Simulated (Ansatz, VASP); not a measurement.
# One calculation of Ti, two programs

```xyz
3
Lattice="4.5143 0.0000 0.0000 -2.2571 3.9095 0.0000 0.0000 0.0000 2.7982" Properties=species:S:1:pos:R:3 pbc="T T T"
Ti    0.0000    0.0000    0.0000
Ti    0.0000    2.6063    1.3991
Ti    2.2571    1.3032    1.3991
```

Alike in both runs: functional PBEsol; k mesh 7 × 7 × 10; no spin polarisation.

Ansatz relaxed the structure, and its values are those at the end. VASP's run is a single point on that final structure, the one shown.

```csv
,VASP,Ansatz
version,VASP 6.6.1,Ansatz 0.2.0
potentials or method,"VASP PAW PBE potentials, release 64 (Ti_sv), cutoff 520 eV","plane waves, PAW"
occupations,"methfessel-paxton of order 1, width 0.1 eV",cold
valence electrons in the cell,36,36
```

Ansatz gave:

| Item | Value |
| --- | --- |
| pressure (GPa) | 0.0 |

Task: Estimate VASP's values.

Result: Pressure (GPa): -0.2.

VASP's potentials were made for PBE, not for PBEsol.
